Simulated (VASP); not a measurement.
# SiGeTe2S2 (P4/mmm) in VASP: relaxation of cell and atoms with PBE

Aim: the relaxation of cell and atoms of SiGeTe2S2 with PBE.

Program: VASP 6.6.1. These are calculated values, not measurements. Logs are shortened: lines on timing, memory, paths and dates and some standing lists are left out, and cuts for length are marked.

## 1. The cell of the first run

It takes space group P4/mmm (No. 123, tetragonal). Conventional cell: a = 5.003 Å, b = 5.003 Å, c = 8.673 Å, α = 90.00°, β = 90.00°, γ = 90.00°. Si (site symmetry 4/mmm) has 4 S at 2.50 Å within 3.3 Å. Within 3.3 Å of Ge (site symmetry 4/mmm) lie 4 S at 2.50 Å and 2 Te at 3.01 Å. Te (site symmetry 4mm) has 1 Te at 2.66 Å and 1 Ge at 3.01 Å within 3.5 Å. Within 3.3 Å of S (site symmetry mmm) lie 2 Si at 2.50 Å and 2 Ge at 2.50 Å.

The cell was generated, and may not be a known phase.

## 2. Relaxation of cell and atoms, PBE

File INCAR:

```
PREC     = Accurate       # precision mode
ENCUT    = 600            # plane-wave cutoff, eV
EDIFF    = 1E-7           # SCF threshold, eV
ISMEAR   = 0              # smearing method
SIGMA    = 0.1            # smearing width, eV
LREAL    = F              # projectors in reciprocal space
LASPH    = T              # aspherical terms in the spheres
NELM     = 60             # most SCF steps
ALGO     = Normal         # electronic algorithm
ISIF     = 3              # what is computed and relaxed
LWAVE    = F              # write WAVECAR
LCHARG   = F              # write CHGCAR
GGA      = PE             # functional
IBRION   = 2              # ionic algorithm
NSW      = 100            # ionic steps
EDIFFG   = -0.01          # ionic threshold
```

File KPOINTS:

```
regular mesh
0
Gamma
  8 8 6
```

File POSCAR:

```
SiGeTe2S2
1.0
    5.0027864234      0.0000000000      0.0000000000
    0.0000000000      5.0027864234      0.0000000000
    0.0000000000      0.0000000000      8.6734377638
Si Ge Te S
1 1 2 2
Direct
    0.5000000000      0.5000000000      0.5000000000
    0.0000000000      0.0000000000      0.5000000000
    0.0000000000      0.0000000000      0.8464718247
    0.0000000000      0.0000000000      0.1535281753
    0.0000000000      0.5000000000      0.5000000000
    0.5000000000      0.0000000000      0.5000000000
```

Potentials or basis: VASP PAW PBE potentials, release 64 (Si, Ge_d, Te, S).

On the command line:

```
> cat potpaw_PBE.64/Si/POTCAR potpaw_PBE.64/Ge_d/POTCAR potpaw_PBE.64/Te/POTCAR potpaw_PBE.64/S/POTCAR > POTCAR
> mpirun -np 1 vasp_std > vasp.out
```

OUTCAR:

```text
PREC = Accurate
   ENCUT = 600
   EDIFF = 1E-7
   ISMEAR = 0
   LREAL = F
   LASPH = T
   NELM = 60
   ISIF = 3
   GGA = PE
   IBRION = 2
   NSW = 100
   EDIFFG = -0.01

 ion  position               nearest neighbor table
   1  0.500  0.500  0.500-   5 2.50   6 2.50   6 2.50   5 2.50
   2  0.000  0.000  0.500-   5 2.50   6 2.50   5 2.50   6 2.50   4 3.01   3 3.01
   3  0.000  0.000  0.846-   4 2.66   2 3.01
   4  0.000  0.000  0.154-   3 2.66   2 3.01
   5  0.000  0.500  0.500-   1 2.50   2 2.50   2 2.50   1 2.50
   6  0.500  0.000  0.500-   1 2.50   2 2.50   1 2.50   2 2.50

  LATTYP: Found a simple tetragonal cell.
 ALAT       =     5.0027864234
 C/A-ratio  =     1.7337213764

  Lattice vectors:

 A1 = (   5.0027864234,   0.0000000000,   0.0000000000)
 A2 = (   0.0000000000,   5.0027864234,   0.0000000000)
 A3 = (   0.0000000000,   0.0000000000,   8.6734377638)

Analysis of symmetry for initial positions (statically):
=====================================================================
 Subroutine PRICEL returns:
 Original cell was already a primitive cell.

 Routine SETGRP: Setting up the symmetry group for a
 simple tetragonal supercell.

 Subroutine GETGRP returns: Found 16 space group operations
 (whereof 16 operations were pure point group operations)
 out of a pool of 16 trial point group operations.

The static configuration has the point symmetry D_4h.

Analysis of symmetry for dynamics (positions and initial velocities):
=====================================================================
 Subroutine PRICEL returns:
 Original cell was already a primitive cell.

 Routine SETGRP: Setting up the symmetry group for a
 simple tetragonal supercell.

 Subroutine GETGRP returns: Found 16 space group operations
 (whereof 16 operations were pure point group operations)
 out of a pool of 16 trial point group operations.

The dynamic configuration has the point symmetry D_4h.

 Subroutine INISYM returns: Found 16 space group operations
 (whereof 16 operations are pure point group operations),
 and found     1 'primitive' translations

----------------------------------------------------------------------------------------

                                     Primitive cell

  volume of cell :     217.0777

  direct lattice vectors                    reciprocal lattice vectors
     5.002786423  0.000000000  0.000000000     0.199888605  0.000000000  0.000000000
     0.000000000  5.002786423  0.000000000     0.000000000  0.199888605  0.000000000
     0.000000000  0.000000000  8.673437764     0.000000000  0.000000000  0.115294538

  length of vectors
     5.002786423  5.002786423  8.673437764     0.199888605  0.199888605  0.115294538

  position of ions in fractional coordinates (direct lattice)
     0.500000000  0.500000000  0.500000000
     0.000000000  0.000000000  0.500000000
     0.000000000  0.000000000  0.846471825
     0.000000000  0.000000000  0.153528175
     0.000000000  0.500000000  0.500000000
     0.500000000  0.000000000  0.500000000

  ion indices of the primitive-cell ions
   primitive index   ion index
                 1           1
                 2           2
                 3           3
                 4           4
                 5           5
                 6           6

----------------------------------------------------------------------------------------

 KPOINTS: regular mesh

Automatic generation of k-mesh.
 Grid dimensions read from file:
 generate k-points for:    8    8    6

 Generating k-lattice:

  Cartesian coordinates                     Fractional coordinates (reciprocal lattice)
     0.024986076  0.000000000  0.000000000     0.125000000  0.000000000  0.000000000
     0.000000000  0.024986076  0.000000000     0.000000000  0.125000000  0.000000000
     0.000000000  0.000000000  0.019215756     0.000000000  0.000000000  0.166666667

  Length of vectors
     0.024986076  0.024986076  0.019215756

  Shift w.r.t. Gamma in fractional coordinates (k-lattice)
     0.000000000  0.000000000  0.000000000

 Subroutine IBZKPT returns following result:
 ===========================================

 Found     60 irreducible k-points:

 Following reciprocal coordinates:
            Coordinates               Weight
  0.000000  0.000000  0.000000      1.000000
  0.125000  0.000000  0.000000      4.000000
  0.250000  0.000000  0.000000      4.000000
  0.375000  0.000000  0.000000      4.000000
  0.500000  0.000000  0.000000      2.000000
  0.125000  0.125000  0.000000      4.000000
[... 16 lines left out ...]
  0.375000  0.125000  0.166667     16.000000
  0.500000  0.125000  0.166667      8.000000
 [... further k-points ...]
   k-points           NKPTS =     60   k-points in BZ     NKDIM =     60   number of bands    NBANDS=     25
   number of dos      NEDOS =    301   number of ions     NIONS =      6
   total plane-waves  NPLWV = 112000
   dimension x,y,z NGX =    40 NGY =   40 NGZ =   70
   dimension x,y,z NGXF=    80 NGYF=   80 NGZF=  140
   ions per type =               1   1   2   2
   NGX,Y,Z   is equivalent  to a cutoff of  13.29, 13.29, 13.42 a.u.
   NGXF,Y,Z  is equivalent  to a cutoff of  26.58, 26.58, 26.83 a.u.
 SYSTEM =  unknown system
   PREC   = accura    normal or accurate (medium, high low for compatibility)
   ISTART =      0    job   : 0-new  1-cont  2-samecut
   ICHARG =      2    charge: 1-file 2-atom 10-const
   ISPIN  =      1    spin polarized calculation?
   LNONCOLLINEAR =      F non collinear calculations
   LSORBIT =      F    spin-orbit coupling
   LASPH  =      T    aspherical Exc in radial PAW
   ENCUT  =  600.0 eV  44.10 Ry    6.64 a.u.   9.99  9.99 17.32*2*pi/ulx,y,z
   NELM   =     60;   NELMIN=  2; NELMDL= -5     # of ELM steps
   EDIFF  = 0.1E-06   stopping-criterion for ELM
   LREAL  =      F    real-space projection
   EDIFFG = -.1E-01   stopping-criterion for IOM
   NSW    =    100    number of steps for IOM
   IBRION =      2    ionic relax: 0-MD 1-quasi-New 2-CG
   NFREE  =      1    steps in history (QN), initial steepest desc. (CG)
   ISIF   =      3    stress and relaxation
   ISYM   =      2    0-nonsym 1-usesym 2-fastsym
   POTIM  = 0.5000    time-step for ionic-motion
   TEBEG  =    0.0;   TEEND  =   0.0 temperature during run
   PSTRESS=    0.0 pullay stress
   NELECT =      42.0000    total number of electrons
   NUPDOWN=      -1.0000    fix difference up-down
   EMIN   =  10.00;   EMAX   =-10.00  energy-range for DOS
   EFERMI =   0.00;   METHOD = LEGACY
   ISMEAR =     0;   SIGMA  =   0.10  broadening in eV -4-tet -1-fermi 0-gaus
   EFERMI_NEDOS =   21; number of points for ismear=-14 and -15
   IALGO  =     38    algorithm
   IMIX   =      4    mixing-type and parameters
     AMIX     =   0.40;   BMIX     =  1.00
     AMIX_MAG =   1.60;   BMIX_MAG =  1.00
  volume/ion in A,a.u.               =      36.18       244.15
  Fermi-wavevector in a.u.,A,eV,Ry     =   0.946861  1.789308 12.198244  0.896546
  Thomas-Fermi vector in A             =   2.074899
   LORBIT       =      0    0 simple, 1 ext, 2 COOP (PROOUT), +10 PAW based schemes
   GGA     = PE    functional components
   LHFCALC =     F    Hartree Fock is set to
   AEXX    =    0.0000 exact exchange contribution
   IVDW    =     0    specifies the selected vdW correction
   LEPSILON=     F    determine dielectric tensor
   LRPA    =     F    only Hartree local field effects (RPA)
 conjugate gradient relaxation of ions
 non-spin polarized calculation
 Gauss-broadening in eV      SIGMA  =   0.10
  energy-cutoff  :      600.00
  volume of cell :      217.08
 maximum number of plane-waves:      7316
 NGX is ok and might be reduce to    40
   NGX = 19   NGY = 19   NGZ = 35

--------------------------------------- Ionic step        1  -------------------------------------------

 number of electron      41.9999991 magnetization

 Free energy of the ion-electron system (eV)
  ---------------------------------------------------
  ext. energy  EPLUGINS =         0.00000000
  ---------------------------------------------------
  free energy    TOTEN  =       -22.05790231 eV

  energy without entropy =      -22.01069246  energy(sigma->0) =      -22.03429738

------------------------ aborting loop because EDIFF is reached ----------------------------------------

  FORCE on cell =-STRESS in cart. coord.  units (eV):
  Direction    XX          YY          ZZ          XY          YZ          ZX
  --------------------------------------------------------------------------------------
  -------------------------------------------------------------------------------------
  Total       -0.7560731     -0.7560731      0.2031896      0.0000000     -0.0000000      0.0000000
  in kB       -5.5803210     -5.5803210      1.4996743      0.0000000     -0.0000000      0.0000000
  external PRESSURE =      -3.2203226 kB  Pullay stress =       0.0000000 kB
[... 305 lines left out ...]
  energy  without entropy=      -22.0215585999  energy(sigma->0) =      -22.04417762

--------------------------------------- Ionic step        9  -------------------------------------------

 number of electron      41.9999994 magnetization

 Free energy of the ion-electron system (eV)
  ---------------------------------------------------
  ext. energy  EPLUGINS =         0.00000000
  ---------------------------------------------------
  free energy    TOTEN  =       -22.06681715 eV

  energy without entropy =      -22.02154660  energy(sigma->0) =      -22.04418188

 E-fermi :   2.2247     XC(G=0):  -7.5818

 val. band max:        2.2239905424   @ k =   0.3750   0.3750   0.1667
 cond. band min:       2.2324873796   @ k =   0.1250   0.0000   0.0000
 fundamental gap:      0.0084968372
 Fermi energy:         2.2246755910

 k-point     1 :       0.0000    0.0000    0.0000
  band No.  band energies     occupation
      1     -22.6456      2.00000
      2     -22.6300      2.00000
      3     -22.6118      2.00000
      4     -22.6072      2.00000
      5     -22.6072      2.00000
      6     -12.4577      2.00000
[... 661 lines left out ...]
     24       3.1609      0.00000
     25       4.9372      0.00000

 [... further k-points ...]

------------------------ aborting loop because EDIFF is reached ----------------------------------------

  FORCE on cell =-STRESS in cart. coord.  units (eV):
  Direction    XX          YY          ZZ          XY          YZ          ZX
  --------------------------------------------------------------------------------------
  -------------------------------------------------------------------------------------
  Total       -0.0099820     -0.0099820     -0.0230338      0.0000000      0.0000000     -0.0000000
  in kB       -0.0751422     -0.0751422     -0.1733924      0.0000000      0.0000000     -0.0000000
  external PRESSURE =      -0.1078923 kB  Pullay stress =       0.0000000 kB
[... 21 lines left out ...]
  FREE ENERGIE OF THE ION-ELECTRON SYSTEM (eV)
  ---------------------------------------------------
  free  energy   TOTEN  =       -22.0668171536 eV

  energy  without entropy=      -22.0215465967  energy(sigma->0) =      -22.04418188

 reached required accuracy - stopping structural energy minimisation
```

Wall time 48 min (1 thread of AMD EPYC 7R13, shared host); peak memory 0.64 GiB.

Results:

| Quantity | Value |
| --- | --- |
| Free energy | -22.0668 eV |
| Relaxed volume | 35.47 Å³/atom |
| Relaxed cell | a = 4.958 Å, b = 4.958 Å, c = 8.658 Å, α = 90.00°, β = 90.00°, γ = 90.00° |
| Space group after relaxing (to 0.1 Å) | P4/mmm (No. 123) |
| Energy gained by relaxing | 1.5 meV/atom |
| Ionic steps | 9 |
| Pressure after relaxing | 0.0 GPa |
| Band gap on the k mesh | zero (bands 21 and 22 overlap by 0.34 eV) |

The path:
```csv
step,energy change (eV),largest force (eV/Å),pressure (GPa),volume (Å³)
1,0.0000,0.1692,-0.32,217.08
2,-0.0076,0.0049,-0.20,214.80
3,-0.0081,0.0565,-0.16,214.08
4,-0.0087,0.0349,0.05,212.55
5,-0.0088,0.0130,0.01,212.91
6,-0.0088,0.0104,0.00,212.96
7,-0.0088,0.0108,-0.01,212.95
8,-0.0089,0.0123,-0.01,212.95
9,-0.0089,0.0011,-0.01,212.84
```

Final structure:
```cif
data_structure
_symmetry_space_group_name_H-M 'P 1'
_symmetry_Int_Tables_number 1
_cell_length_a 4.9582
_cell_length_b 4.9582
_cell_length_c 8.6576
_cell_angle_alpha 90.000
_cell_angle_beta 90.000
_cell_angle_gamma 90.000
_cell_volume 212.84
loop_
_atom_site_label
_atom_site_type_symbol
_atom_site_fract_x
_atom_site_fract_y
_atom_site_fract_z
_atom_site_occupancy
Si1 Si 0.50000 0.50000 0.50000 1
Ge1 Ge 0.00000 0.00000 0.50000 1
Te1 Te 0.00000 0.00000 0.84499 1
Te2 Te 0.00000 0.00000 0.15501 1
S1 S 0.00000 0.50000 0.50000 1
S2 S 0.50000 0.00000 0.50000 1
```

Caveat: semilocal functionals underestimate gaps, and a narrow one can read as zero; spin-orbit coupling is left out, which moves the levels of the heavy elements.
